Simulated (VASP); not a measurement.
# CoCu2SnTe4 (I-42m) in VASP: single point with r2SCAN

Aim: the single point of CoCu2SnTe4 with r2SCAN.

Program: VASP 6.6.1. These are calculated values, not measurements. Logs are shortened: lines on timing, memory, paths and dates and some standing lists are left out, and cuts for length are marked.

### 1 The cell of the first run

It takes space group I-42m (No. 121, tetragonal). The conventional cell has a = 5.938 Å, b = 5.938 Å, c = 11.873 Å, α = 90.00°, β = 90.00°, γ = 90.00°. Within 3.5 Å of Sn (site symmetry -42m) lie 4 Te at 2.68 Å. Co (site symmetry -42m) has 4 Te at 2.58 Å within 3.4 Å. Within 3.3 Å of Te (site symmetry m) lie 2 Cu at 2.52 Å and 1 Co at 2.58 Å and 1 Sn at 2.68 Å. Cu (site symmetry -4) has 4 Te at 2.52 Å within 3.3 Å.

### 2 Single point, r2SCAN

POSCAR reads:

```
CoCu2SnTe4
1.0
    0.0000000000      5.9376970000      0.0000000000
    5.9376970000      0.0000000000      0.0000000000
    2.9688490000      2.9688490000     -5.9364870000
Sn Co Te Cu
1 1 4 2
Direct
    0.5000000000      0.5000000000      0.0000000000
    0.0000000000      0.0000000000      0.0000000000
    0.3753000000      0.3753000000      0.7336000000
    0.6247000000      0.1089000000      0.2664000000
    0.8911000000      0.8911000000      0.7336000000
    0.1089000000      0.6247000000      0.2664000000
    0.7500000000      0.2500000000      0.5000000000
    0.2500000000      0.7500000000      0.5000000000
```

INCAR.step1 reads:

```
PREC = Accurate
ENCUT = 520
ISMEAR = -5
SIGMA = 0.1
LREAL = F
LASPH = T
NELM = 100
NBANDS = 44
GGA = PE
ALGO = Normal
EDIFF = 1E-4
LWAVE = T
LCHARG = F
```

INCAR.step2 reads:

```
PREC = Accurate
ENCUT = 520
EDIFF = 1E-6
ISMEAR = -5
SIGMA = 0.1
LREAL = F
LASPH = T
NELM = 100
ALGO = Normal
ISIF = 2
LWAVE = F
LCHARG = F
METAGGA = R2SCAN
LMIXTAU = T
NBANDS = 44
ISTART = 1
```

KPOINTS reads:

```
regular mesh
0
Gamma
  5 5 5
```

Potentials or basis: VASP PAW PBE potentials, release 64 (Sn_d, Co, Te, Cu).

Started as:

```console
$ cat potpaw_PBE.64/Sn_d/POTCAR potpaw_PBE.64/Co/POTCAR potpaw_PBE.64/Te/POTCAR potpaw_PBE.64/Cu/POTCAR > POTCAR
$ cp INCAR.step1 INCAR
$ mpirun -np 1 vasp_std > vasp.out
$ cp INCAR.step2 INCAR
$ mpirun -np 1 vasp_std > vasp.out
```

OUTCAR:

```text
PREC = Accurate
   ENCUT = 520
   EDIFF = 1E-6
   ISMEAR = -5
   LREAL = F
   LASPH = T
   NELM = 100
   ISIF = 2
   METAGGA = R2SCAN
   ISTART = 1

 ion  position               nearest neighbor table
   1  0.500  0.500  0.000-   5 2.68   4 2.68   6 2.68   3 2.68
   2  0.000  0.000  0.000-   3 2.58   4 2.58   6 2.58   5 2.58
   3  0.375  0.375  0.734-   7 2.52   8 2.52   2 2.58   1 2.68
   4  0.625  0.109  0.266-   8 2.52   7 2.52   2 2.58   1 2.68
   5  0.891  0.891  0.734-   7 2.52   8 2.52   2 2.58   1 2.68
   6  0.109  0.625  0.266-   7 2.52   8 2.52   2 2.58   1 2.68
   7  0.750  0.250  0.500-   6 2.52   3 2.52   5 2.52   4 2.52
   8  0.250  0.750  0.500-   4 2.52   3 2.52   5 2.52   6 2.52

  LATTYP: Found a body centered tetragonal cell.
 ALAT       =     5.9376970000
 C/A-ratio  =     1.9995924346

  Lattice vectors:

 A1 = (  -2.9688490000,   2.9688480000,   5.9364870000)
 A2 = (   2.9688480000,  -2.9688490000,   5.9364870000)
 A3 = (   2.9688490000,   2.9688490000,  -5.9364870000)

Analysis of symmetry for initial positions (statically):
=====================================================================
 Subroutine PRICEL returns:
 Original cell was already a primitive cell.

 Routine SETGRP: Setting up the symmetry group for a
 body centered tetragonal supercell.

 Subroutine GETGRP returns: Found  8 space group operations
 (whereof  8 operations were pure point group operations)
 out of a pool of 16 trial point group operations.

The static configuration has the point symmetry D_2d.

Analysis of symmetry for dynamics (positions and initial velocities):
=====================================================================
 Subroutine PRICEL returns:
 Original cell was already a primitive cell.

 Routine SETGRP: Setting up the symmetry group for a
 body centered tetragonal supercell.

 Subroutine GETGRP returns: Found  8 space group operations
 (whereof  8 operations were pure point group operations)
 out of a pool of 16 trial point group operations.

The dynamic configuration has the point symmetry D_2d.

 Subroutine INISYM returns: Found  8 space group operations
 (whereof  8 operations are pure point group operations),
 and found     1 'primitive' translations

----------------------------------------------------------------------------------------

                                     Primitive cell

  volume of cell :     209.2982

  direct lattice vectors                    reciprocal lattice vectors
     0.000000000  5.937697000  0.000000000     0.000000000  0.168415465  0.084224910
     5.937697000  0.000000000  0.000000000     0.168415465  0.000000000  0.084224910
     2.968849000  2.968849000 -5.936487000     0.000000000  0.000000000 -0.168449792

  length of vectors
     5.937697000  5.937697000  7.271176430     0.188301897  0.188301897  0.168449792

  position of ions in fractional coordinates (direct lattice)
     0.500000000  0.500000000  0.000000000
     0.000000000  0.000000000  0.000000000
     0.375300000  0.375300000  0.733600000
     0.624700000  0.108900000  0.266400000
     0.891100000  0.891100000  0.733600000
     0.108900000  0.624700000  0.266400000
     0.750000000  0.250000000  0.500000000
     0.250000000  0.750000000  0.500000000

  ion indices of the primitive-cell ions
   primitive index   ion index
                 1           1
                 2           2
                 3           3
                 4           4
                 5           5
                 6           6
                 7           7
                 8           8

----------------------------------------------------------------------------------------

 KPOINTS: regular mesh

Automatic generation of k-mesh.
 Grid dimensions read from file:
 generate k-points for:    5    5    5

 Generating k-lattice:

  Cartesian coordinates                     Fractional coordinates (reciprocal lattice)
     0.000000000  0.033683093  0.016844982     0.200000000  0.000000000 -0.000000000
     0.033683093  0.000000000  0.016844982     0.000000000  0.200000000 -0.000000000
     0.000000000  0.000000000 -0.033689958     0.000000000  0.000000000  0.200000000

  Length of vectors
     0.037660379  0.037660379  0.033689958

  Shift w.r.t. Gamma in fractional coordinates (k-lattice)
     0.000000000  0.000000000  0.000000000

 TETIRR: Found    161 inequivalent tetrahedra from      750

 Subroutine IBZKPT returns following result:
 ===========================================

 Found     18 irreducible k-points:

 Following reciprocal coordinates:
            Coordinates               Weight
  0.000000  0.000000  0.000000      1.000000
  0.200000  0.000000  0.000000      8.000000
  0.400000  0.000000  0.000000      8.000000
  0.200000  0.200000  0.000000      8.000000
  0.400000  0.200000  0.000000     16.000000
 -0.400000  0.200000 -0.000000     16.000000
[... 10 lines left out ...]
  0.000000  0.000000  0.400000      2.000000
 -0.200000  0.000000  0.400000      4.000000
   k-points           NKPTS =     18   k-points in BZ     NKDIM =     18   number of bands    NBANDS=     44
   number of dos      NEDOS =    301   number of ions     NIONS =      8
   total plane-waves  NPLWV = 124416
   dimension x,y,z NGX =    48 NGY =   48 NGZ =   54
   dimension x,y,z NGXF=    96 NGYF=   96 NGZF=  108
   ions per type =               1   1   4   2
   NGX,Y,Z   is equivalent  to a cutoff of  13.44, 13.44, 12.35 a.u.
   NGXF,Y,Z  is equivalent  to a cutoff of  26.88, 26.88, 24.69 a.u.
 SYSTEM =  unknown system
   PREC   = accura    normal or accurate (medium, high low for compatibility)
   ISTART =      1    job   : 0-new  1-cont  2-samecut
   ICHARG =      0    charge: 1-file 2-atom 10-const
   ISPIN  =      1    spin polarized calculation?
   LNONCOLLINEAR =      F non collinear calculations
   LSORBIT =      F    spin-orbit coupling
   LASPH  =      T    aspherical Exc in radial PAW
   ENCUT  =  520.0 eV  38.22 Ry    6.18 a.u.  11.04 11.04 13.52*2*pi/ulx,y,z
   NELM   =    100;   NELMIN=  2; NELMDL=  0     # of ELM steps
   EDIFF  = 0.1E-05   stopping-criterion for ELM
   LREAL  =      F    real-space projection
   EDIFFG = 0.1E-04   stopping-criterion for IOM
   NSW    =      0    number of steps for IOM
   IBRION =     -1    ionic relax: 0-MD 1-quasi-New 2-CG
   NFREE  =      0    steps in history (QN), initial steepest desc. (CG)
   ISIF   =      2    stress and relaxation
   ISYM   =      2    0-nonsym 1-usesym 2-fastsym
   POTIM  = 0.5000    time-step for ionic-motion
   TEBEG  =    0.0;   TEEND  =   0.0 temperature during run
   PSTRESS=    0.0 pullay stress
   NELECT =      69.0000    total number of electrons
   NUPDOWN=      -1.0000    fix difference up-down
   EMIN   =  10.00;   EMAX   =-10.00  energy-range for DOS
   EFERMI =   0.00;   METHOD = LEGACY
   ISMEAR =    -5;   SIGMA  =   0.10  broadening in eV -4-tet -1-fermi 0-gaus
   EFERMI_NEDOS =   21; number of points for ismear=-14 and -15
   IALGO  =     38    algorithm
   IMIX   =      4    mixing-type and parameters
     AMIX     =   0.40;   BMIX     =  1.00
     AMIX_MAG =   1.60;   BMIX_MAG =  1.00
  volume/ion in A,a.u.               =      26.16       176.55
  Fermi-wavevector in a.u.,A,eV,Ry     =   1.130931  2.137149 17.401910  1.279004
  Thomas-Fermi vector in A             =   2.267628
   LORBIT       =      0    0 simple, 1 ext, 2 COOP (PROOUT), +10 PAW based schemes
   METAGGA = R2SCAN    functional components
   LHFCALC =     F    Hartree Fock is set to
   AEXX    =    0.0000 exact exchange contribution
   IVDW    =     0    specifies the selected vdW correction
   LEPSILON=     F    determine dielectric tensor
   LRPA    =     F    only Hartree local field effects (RPA)
 non-spin polarized calculation
 Fermi weights with tetrahedron method with Bloechl corrections
  energy-cutoff  :      520.00
  volume of cell :      209.30
 maximum number of plane-waves:      5662
 NGX is ok and might be reduce to    48
   NGX = 23   NGY = 23   NGZ = 27

 number of electron      68.9999996 magnetization

 Free energy of the ion-electron system (eV)
  ---------------------------------------------------
  ext. energy  EPLUGINS =         0.00000000
  ---------------------------------------------------
  free energy    TOTEN  =      -161.04757608 eV

  energy without entropy =     -161.04757608  energy(sigma->0) =     -161.04757608

 E-fermi :   5.9635     XC(G=0): -10.0656

 val. band max:        5.9371346470   @ k =   0.2000   0.0000   0.0000
 cond. band min:       5.9201545727   @ k =   0.0000   0.0000   0.4000
 fundamental gap:     -0.0169800742
 Fermi energy:         5.9635195155

 k-point     1 :       0.0000    0.0000    0.0000
  band No.  band energies     occupation
      1     -16.9845      2.00000
      2     -16.9844      2.00000
      3     -16.9811      2.00000
      4     -16.9102      2.00000
      5     -16.9072      2.00000
      6      -7.6217      2.00000
[... 36 lines left out ...]
     43      10.8941      0.00000
     44      11.0731      0.00000

 k-point     2 :       0.2000    0.0000    0.0000
  band No.  band energies     occupation
      1     -16.9845      2.00000
      2     -16.9845      2.00000
      3     -16.9811      2.00000
      4     -16.9101      2.00000
      5     -16.9072      2.00000
      6      -7.4825      2.00000
[... 36 lines left out ...]
     43      10.6974      0.00000
     44      10.8263      0.00000

 k-point     3 :       0.4000    0.0000    0.0000
  band No.  band energies     occupation
      1     -16.9846      2.00000
      2     -16.9845      2.00000
      3     -16.9812      2.00000
      4     -16.9100      2.00000
      5     -16.9071      2.00000
      6      -7.1307      2.00000
[... 694 lines left out ...]
     43       9.7476      0.00000
     44      10.2023      0.00000

 k-point    18 :      -0.2000    0.0000    0.4000
  band No.  band energies     occupation
      1     -16.9845      2.00000
      2     -16.9844      2.00000
      3     -16.9811      2.00000
      4     -16.9101      2.00000
      5     -16.9071      2.00000
      6      -6.9860      2.00000
[... 36 lines left out ...]
     43      10.2705      0.00000
     44      10.4887      0.00000

------------------------ aborting loop because EDIFF is reached ----------------------------------------

  FORCE on cell =-STRESS in cart. coord.  units (eV):
  Direction    XX          YY          ZZ          XY          YZ          ZX
  --------------------------------------------------------------------------------------
  -------------------------------------------------------------------------------------
  Total        3.7080309      3.7080309      3.1222721      0.0000000     -0.0000003     -0.0000003
  in kB       28.3849634     28.3849634     23.9009823      0.0000000     -0.0000020     -0.0000020
  external PRESSURE =      26.8903031 kB  Pullay stress =       0.0000000 kB

 VOLUME and BASIS-vectors are now :
 -----------------------------------------------------------------------------
  energy-cutoff  :      520.00
  volume of cell :      209.30
      direct lattice vectors                 reciprocal lattice vectors
     0.000000000  5.937697000  0.000000000     0.000000000  0.168415465  0.084224910
     5.937697000  0.000000000  0.000000000     0.168415465  0.000000000  0.084224910
     2.968849000  2.968849000 -5.936487000     0.000000000  0.000000000 -0.168449792

 POSITION                                       TOTAL-FORCE (eV/Angst)
 -----------------------------------------------------------------------------------
      2.96885      2.96885      0.00000        -0.000000      0.000000      0.000000
      0.00000      0.00000      0.00000        -0.000000      0.000000      0.000000
      4.40637      4.40637     -4.35501        -1.132902     -1.132902     -0.067012
      1.43752      4.50018     -1.58148        -1.132902      1.132902      0.067012
      7.46903      7.46903     -4.35501         1.132902      1.132902     -0.067012
      4.50018      1.43752     -1.58148         1.132902     -1.132902      0.067012
      2.96885      5.93770     -2.96824        -0.000000      0.000000      0.000000
      5.93770      2.96885     -2.96824        -0.000000      0.000000      0.000000
 -----------------------------------------------------------------------------------
    total drift:                                0.000063      0.000063      0.000062

  FREE ENERGIE OF THE ION-ELECTRON SYSTEM (eV)
  ---------------------------------------------------
  free  energy   TOTEN  =      -161.0475760754 eV

  energy  without entropy=     -161.0475760754  energy(sigma->0) =     -161.04757608
```

Wall time 22 min (1 thread of AMD EPYC 7R43 (Zen 3), shared host); peak memory 0.44 GiB.

Results:

| Item | Value |
| --- | --- |
| Free energy | -161.0476 eV |
| Pressure | 2.7 GPa |
| Largest force | 1.604 eV/Å |
| Band gap on the k mesh | zero (an odd number of electrons rules out a gap without spin polarisation) |

Forces in eV/Å, atoms in the order of the input:
```
Sn   0.000  0.000  0.000
Co   0.000  0.000  0.000
Te  -1.133 -1.133 -0.067
Te  -1.133  1.133  0.067
Te   1.133  1.133 -0.067
Te   1.133 -1.133  0.067
Cu   0.000  0.000  0.000
Cu   0.000  0.000  0.000
```

Caveat: the PAW data sets were made with another functional, which shifts forces and pressure a little; spin-orbit coupling is left out, which moves the levels of the heavy elements; the run has no spin polarisation, though such a crystal can be magnetic; tetrahedron occupations give inexact forces and stress in metals. Spin polarisation is off, so any magnetic state and its effect on volume and gap are missing.
